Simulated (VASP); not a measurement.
# Mo (Fd-3m) in VASP: a series of runs

Mo is run at these levels: PBE; tasks: single point, relaxation of cell and atoms.

Everything below comes from runs of VASP 6.6.1. Logs are shortened: lines on timing, memory, paths and dates and some standing lists are left out, and cuts for length are marked.

## 1. The cell of the first run

Symmetry: Fd-3m, No. 227, cubic system. Conventional cell: a = 5.257 Å, b = 5.257 Å, c = 5.257 Å, α = 90.00°, β = 90.00°, γ = 90.00°. Mo (site symmetry -43m) has 4 Mo at 2.28 Å within 3.0 Å.

## 2. Single point, PBE

File INCAR:

```
SYSTEM = Mo
ALGO = Normal ; EDIFF = 1E-6
ENCUT = 500 ; GGA = PE
GGA_COMPAT = .FALSE. ; ISIF = 2
ISMEAR = 0 ; LASPH = .TRUE.
LCHARG = .FALSE. ; LREAL = .FALSE.
LWAVE = .FALSE. ; NBANDS = 21
NELM = 120 ; PREC = Accurate
SIGMA = 0.1
```

File KPOINTS:

```
k-points
0
G
  6 6 6
  0 0 0
```

File POSCAR:

```
Mo
1.0
    0.0000000000      2.6282640351      2.6282640351
    2.6282640351      0.0000000000      2.6282640351
    2.6282640351      2.6282640351      0.0000000000
Mo
2
Direct
    0.5000000000      0.5000000000      0.5000000000
    0.7500000000      0.7500000000      0.7500000000
```

Potentials or basis: VASP PAW PBE potentials, release 64 (Mo_sv).

Launch:

```
$ cat potpaw_PBE.64/Mo_sv/POTCAR > POTCAR
$ mpirun -np 1 vasp_std > vasp.out
```

OUTCAR:

```text
SYSTEM = Mo
   EDIFF = 1E-6
   ENCUT = 500
   GGA = PE
   ISIF = 2
   ISMEAR = 0
   LASPH = .TRUE.
   LREAL = .FALSE.
   NELM = 120
   PREC = Accurate

 ion  position               nearest neighbor table
   1  0.500  0.500  0.500-   2 2.28   2 2.28   2 2.28   2 2.28
   2  0.750  0.750  0.750-   1 2.28   1 2.28   1 2.28   1 2.28

  LATTYP: Found a face centered cubic cell.
 ALAT       =     5.2565280702

  Lattice vectors:

 A1 = (   0.0000000000,   2.6282640351,   2.6282640351)
 A2 = (   2.6282640351,   0.0000000000,   2.6282640351)
 A3 = (   2.6282640351,   2.6282640351,   0.0000000000)

Analysis of symmetry for initial positions (statically):
=====================================================================
 Subroutine PRICEL returns:
 Original cell was already a primitive cell.

 Routine SETGRP: Setting up the symmetry group for a
 face centered cubic supercell.

 Subroutine GETGRP returns: Found 48 space group operations
 (whereof 24 operations were pure point group operations)
 out of a pool of 48 trial point group operations.

The static configuration has the point symmetry T_d .
 The point group associated with its full space group is O_h .

Analysis of symmetry for dynamics (positions and initial velocities):
=====================================================================
 Subroutine PRICEL returns:
 Original cell was already a primitive cell.

 Routine SETGRP: Setting up the symmetry group for a
 face centered cubic supercell.

 Subroutine GETGRP returns: Found 48 space group operations
 (whereof 24 operations were pure point group operations)
 out of a pool of 48 trial point group operations.

The dynamic configuration has the point symmetry T_d .
 The point group associated with its full space group is O_h .

 Subroutine INISYM returns: Found 48 space group operations
 (whereof 24 operations are pure point group operations),
 and found     1 'primitive' translations

----------------------------------------------------------------------------------------

                                     Primitive cell

  volume of cell :      36.3109

  direct lattice vectors                    reciprocal lattice vectors
     0.000000000  2.628264035  2.628264035    -0.190239639  0.190239639  0.190239639
     2.628264035  0.000000000  2.628264035     0.190239639 -0.190239639  0.190239639
     2.628264035  2.628264035  0.000000000     0.190239639  0.190239639 -0.190239639

  length of vectors
     3.716926644  3.716926644  3.716926644     0.329504720  0.329504720  0.329504720

  position of ions in fractional coordinates (direct lattice)
     0.500000000  0.500000000  0.500000000
     0.750000000  0.750000000  0.750000000

  ion indices of the primitive-cell ions
   primitive index   ion index
                 1           1
                 2           2

----------------------------------------------------------------------------------------

 KPOINTS: k-points

Automatic generation of k-mesh.
 Grid dimensions read from file:
 generate k-points for:    6    6    6

 Generating k-lattice:

  Cartesian coordinates                     Fractional coordinates (reciprocal lattice)
    -0.031706606  0.031706606  0.031706606     0.166666667  0.000000000  0.000000000
     0.031706606 -0.031706606  0.031706606     0.000000000  0.166666667  0.000000000
     0.031706606  0.031706606 -0.031706606     0.000000000  0.000000000  0.166666667

  Length of vectors
     0.054917453  0.054917453  0.054917453

  Shift w.r.t. Gamma in fractional coordinates (k-lattice)
     0.000000000  0.000000000  0.000000000

 Subroutine IBZKPT returns following result:
 ===========================================

 Found     16 irreducible k-points:

 Following reciprocal coordinates:
            Coordinates               Weight
  0.000000  0.000000  0.000000      1.000000
  0.166667  0.000000  0.000000      8.000000
  0.333333  0.000000  0.000000      8.000000
  0.500000  0.000000  0.000000      4.000000
  0.166667  0.166667  0.000000      6.000000
  0.333333  0.166667  0.000000     24.000000
[... 8 lines left out ...]
 -0.333333  0.333333  0.166667     24.000000
 -0.333333  0.500000  0.166667     12.000000
   k-points           NKPTS =     16   k-points in BZ     NKDIM =     16   number of bands    NBANDS=     21
   number of dos      NEDOS =    301   number of ions     NIONS =      2
   total plane-waves  NPLWV =  21952
   dimension x,y,z NGX =    28 NGY =   28 NGZ =   28
   dimension x,y,z NGXF=    56 NGYF=   56 NGZF=   56
   ions per type =               2
   NGX,Y,Z   is equivalent  to a cutoff of  12.52, 12.52, 12.52 a.u.
   NGXF,Y,Z  is equivalent  to a cutoff of  25.05, 25.05, 25.05 a.u.
 SYSTEM =  Mo
   PREC   = accura    normal or accurate (medium, high low for compatibility)
   ISTART =      0    job   : 0-new  1-cont  2-samecut
   ICHARG =      2    charge: 1-file 2-atom 10-const
   ISPIN  =      1    spin polarized calculation?
   LNONCOLLINEAR =      F non collinear calculations
   LSORBIT =      F    spin-orbit coupling
   LASPH  =      T    aspherical Exc in radial PAW
   ENCUT  =  500.0 eV  36.75 Ry    6.06 a.u.   6.78  6.78  6.78*2*pi/ulx,y,z
   NELM   =    120;   NELMIN=  2; NELMDL= -5     # of ELM steps
   EDIFF  = 0.1E-05   stopping-criterion for ELM
   LREAL  =      F    real-space projection
   EDIFFG = 0.1E-04   stopping-criterion for IOM
   NSW    =      0    number of steps for IOM
   IBRION =     -1    ionic relax: 0-MD 1-quasi-New 2-CG
   NFREE  =      0    steps in history (QN), initial steepest desc. (CG)
   ISIF   =      2    stress and relaxation
   ISYM   =      2    0-nonsym 1-usesym 2-fastsym
   POTIM  = 0.5000    time-step for ionic-motion
   TEBEG  =    0.0;   TEEND  =   0.0 temperature during run
   PSTRESS=    0.0 pullay stress
   NELECT =      28.0000    total number of electrons
   NUPDOWN=      -1.0000    fix difference up-down
   EMIN   =  10.00;   EMAX   =-10.00  energy-range for DOS
   EFERMI =   0.00;   METHOD = LEGACY
   ISMEAR =     0;   SIGMA  =   0.10  broadening in eV -4-tet -1-fermi 0-gaus
   EFERMI_NEDOS =   21; number of points for ismear=-14 and -15
   IALGO  =     38    algorithm
   IMIX   =      4    mixing-type and parameters
     AMIX     =   0.40;   BMIX     =  1.00
     AMIX_MAG =   1.60;   BMIX_MAG =  1.00
  volume/ion in A,a.u.               =      18.16       122.52
  Fermi-wavevector in a.u.,A,eV,Ry     =   1.501234  2.836922 30.663516  2.253705
  Thomas-Fermi vector in A             =   2.612631
   LORBIT       =      0    0 simple, 1 ext, 2 COOP (PROOUT), +10 PAW based schemes
   GGA     = PE    functional components
   LHFCALC =     F    Hartree Fock is set to
   AEXX    =    0.0000 exact exchange contribution
   IVDW    =     0    specifies the selected vdW correction
   LEPSILON=     F    determine dielectric tensor
   LRPA    =     F    only Hartree local field effects (RPA)
 non-spin polarized calculation
 Gauss-broadening in eV      SIGMA  =   0.10
  energy-cutoff  :      500.00
  volume of cell :       36.31
 maximum number of plane-waves:       941
   NGX = 13   NGY = 13   NGZ = 13

 number of electron      28.0000000 magnetization

 Free energy of the ion-electron system (eV)
  ---------------------------------------------------
  ext. energy  EPLUGINS =         0.00000000
  ---------------------------------------------------
  free energy    TOTEN  =       -16.38231741 eV

  energy without entropy =      -16.36801066  energy(sigma->0) =      -16.37516404

 E-fermi :   9.9200     XC(G=0): -12.0677

 val. band max:        9.8601924566   @ k =   0.3333   0.1667   0.0000
 cond. band min:       9.9326085874   @ k =  -0.3333   0.5000   0.1667
 fundamental gap:      0.0724161308
 Fermi energy:         9.9199821095

 k-point     1 :       0.0000    0.0000    0.0000
  band No.  band energies     occupation
      1     -51.0142      2.00000
      2     -49.5370      2.00000
      3     -25.5709      2.00000
      4     -25.5709      2.00000
      5     -25.5709      2.00000
      6     -23.6253      2.00000
[... 13 lines left out ...]
     20      21.8950      0.00000
     21      22.7860      0.00000

 k-point     2 :       0.1667    0.0000    0.0000
  band No.  band energies     occupation
      1     -50.9458      2.00000
      2     -49.6151      2.00000
      3     -25.6380      2.00000
      4     -25.6380      2.00000
      5     -25.5724      2.00000
      6     -23.6085      2.00000
[... 13 lines left out ...]
     20      20.7036      0.00000
     21      23.1101      0.00000

 k-point     3 :       0.3333    0.0000    0.0000
  band No.  band energies     occupation
      1     -50.7776      2.00000
      2     -49.8026      2.00000
      3     -25.7588      2.00000
      4     -25.7588      2.00000
      5     -25.5838      2.00000
      6     -23.5634      2.00000
[... 13 lines left out ...]
     20      18.4468      0.00000
     21      20.5957      0.00000

 k-point     4 :       0.5000    0.0000    0.0000
  band No.  band energies     occupation
      1     -50.6629      2.00000
      2     -49.9269      2.00000
      3     -25.8139      2.00000
      4     -25.8139      2.00000
      5     -25.5935      2.00000
      6     -23.5354      2.00000
[... 13 lines left out ...]
     20      15.6505      0.00000
     21      20.6052      0.00000

 k-point     5 :       0.1667    0.1667    0.0000
  band No.  band energies     occupation
      1     -50.9212      2.00000
      2     -49.6429      2.00000
      3     -25.7163      2.00000
      4     -25.7163      2.00000
      5     -25.4335      2.00000
      6     -23.7595      2.00000
[... 13 lines left out ...]
     20      20.3664      0.00000
     21      22.6661      0.00000

 k-point     6 :       0.3333    0.1667    0.0000
  band No.  band energies     occupation
      1     -50.7777      2.00000
      2     -49.8025      2.00000
      3     -25.8627      2.00000
      4     -25.8358      2.00000
      5     -25.3239      2.00000
      6     -23.8453      2.00000
[... 13 lines left out ...]
     20      19.6272      0.00000
     21      20.4958      0.00000

 k-point     7 :       0.5000    0.1667    0.0000
  band No.  band energies     occupation
      1     -50.6153      2.00000
      2     -49.9777      2.00000
      3     -25.9922      2.00000
      4     -25.8806      2.00000
      5     -25.2737      2.00000
      6     -23.8582      2.00000
[... 13 lines left out ...]
     20      15.9705      0.00000
     21      20.5649      0.00000

 k-point     8 :      -0.3333    0.1667    0.0000
  band No.  band energies     occupation
      1     -50.6631      2.00000
      2     -49.9266      2.00000
      3     -25.9930      2.00000
      4     -25.8145      2.00000
      5     -25.3247      2.00000
      6     -23.8041      2.00000
[... 13 lines left out ...]
     20      17.1555      0.00000
     21      20.4335      0.00000

 k-point     9 :      -0.1667    0.1667    0.0000
  band No.  band energies     occupation
      1     -50.8400      2.00000
      2     -49.7337      2.00000
      3     -25.8418      2.00000
      4     -25.6925      2.00000
      5     -25.4556      2.00000
      6     -23.7039      2.00000
[... 13 lines left out ...]
     20      20.7574      0.00000
     21      21.3683      0.00000

 k-point    10 :       0.3333    0.3333    0.0000
  band No.  band energies     occupation
      1     -50.6633      2.00000
      2     -49.9264      2.00000
      3     -25.9564      2.00000
      4     -25.9564      2.00000
      5     -25.0689      2.00000
      6     -24.1150      2.00000
[... 13 lines left out ...]
     20      18.8125      0.00000
     21      19.1898      0.00000

 k-point    11 :       0.5000    0.3333    0.0000
  band No.  band energies     occupation
      1     -50.4837      2.00000
      2     -50.1156      2.00000
      3     -26.0682      2.00000
      4     -26.0031      2.00000
      5     -24.8722      2.00000
      6     -24.2831      2.00000
[... 13 lines left out ...]
     20      16.3577      0.00000
     21      17.4463      0.00000

 k-point    12 :      -0.3333    0.3333    0.0000
  band No.  band energies     occupation
      1     -50.4836      2.00000
      2     -50.1157      2.00000
      3     -26.1180      2.00000
      4     -25.9372      2.00000
      5     -24.9740      2.00000
      6     -24.1484      2.00000
[... 13 lines left out ...]
     20      16.3235      0.00000
     21      17.1077      0.00000

 k-point    13 :       0.5000    0.5000    0.0000
  band No.  band energies     occupation
      1     -50.3013      2.00000
      2     -50.3013      2.00000
      3     -26.0600      2.00000
      4     -26.0600      2.00000
      5     -24.5890      2.00000
      6     -24.5890      2.00000
[... 13 lines left out ...]
     20      15.9055      0.00000
     21      16.3012      0.00000

 k-point    14 :       0.5000    0.3333    0.1667
  band No.  band energies     occupation
      1     -50.6154      2.00000
      2     -49.9775      2.00000
      3     -26.0317      2.00000
      4     -25.9141      2.00000
      5     -25.1005      2.00000
      6     -24.0420      2.00000
[... 13 lines left out ...]
     20      18.1816      0.00000
     21      18.3328      0.00000

 k-point    15 :      -0.3333    0.3333    0.1667
  band No.  band energies     occupation
      1     -50.4837      2.00000
      2     -50.1157      2.00000
      3     -26.0948      2.00000
      4     -25.9693      2.00000
      5     -24.9528      2.00000
      6     -24.1685      2.00000
[... 13 lines left out ...]
     20      15.6027      0.00000
     21      18.0540      0.00000

 k-point    16 :      -0.3333    0.5000    0.1667
  band No.  band energies     occupation
      1     -50.3013      2.00000
      2     -50.3013      2.00000
      3     -26.0709      2.00000
      4     -26.0709      2.00000
      5     -24.5674      2.00000
      6     -24.5674      2.00000
[... 13 lines left out ...]
     20      15.5463      0.00000
     21      15.9957      0.00000

------------------------ aborting loop because EDIFF is reached ----------------------------------------

  FORCE on cell =-STRESS in cart. coord.  units (eV):
  Direction    XX          YY          ZZ          XY          YZ          ZX
  --------------------------------------------------------------------------------------
  -------------------------------------------------------------------------------------
  Total        9.7642300      9.7642300      9.7642300      0.0000000      0.0000000     -0.0000000
  in kB      430.8356304    430.8356304    430.8356304      0.0000000      0.0000000     -0.0000000
  external PRESSURE =     430.8356304 kB  Pullay stress =       0.0000000 kB

 VOLUME and BASIS-vectors are now :
 -----------------------------------------------------------------------------
  energy-cutoff  :      500.00
  volume of cell :       36.31
      direct lattice vectors                 reciprocal lattice vectors
     0.000000000  2.628264035  2.628264035    -0.190239639  0.190239639  0.190239639
     2.628264035  0.000000000  2.628264035     0.190239639 -0.190239639  0.190239639
     2.628264035  2.628264035  0.000000000     0.190239639  0.190239639 -0.190239639

 POSITION                                       TOTAL-FORCE (eV/Angst)
 -----------------------------------------------------------------------------------
      2.62826      2.62826      2.62826        -0.000000     -0.000000     -0.000000
      3.94240      3.94240      3.94240         0.000000      0.000000      0.000000
 -----------------------------------------------------------------------------------
    total drift:                                0.000000      0.000000      0.000000

  FREE ENERGIE OF THE ION-ELECTRON SYSTEM (eV)
  ---------------------------------------------------
  free  energy   TOTEN  =       -16.3823174118 eV

  energy  without entropy=      -16.3680106600  energy(sigma->0) =      -16.37516404
```

Run time: 6.6 s. Hardware: 1 thread of Intel Xeon Platinum 8559C (Emerald Rapids), shared host; peak memory 0.15 GiB.

Results:

| Item | Value |
| --- | --- |
| Free energy | -16.3823 eV |
| Pressure | 43.1 GPa |
| Band gap on the k mesh | zero (band 14 reaches 10.16 eV, above the bottom of band 15 at 9.69 eV) |

Levels at points of the mesh, in eV from the Fermi level:
```
           k point  band 11  band 12  band 13  band 14  band 15  band 16  band 17  band 18
(0.00, 0.00, 0.00)    -3.37    -1.77    -1.77    -1.77     1.58     1.58     1.58     5.61
(0.50, 0.00, 0.00)    -3.01    -2.34    -2.33    -2.33     0.76     2.89     2.89     4.58
(0.50, 0.50, 0.00)    -2.31    -2.31     0.24     0.24     0.63     0.63     4.92     4.92
```

(Part 1 of 2 ends here.)
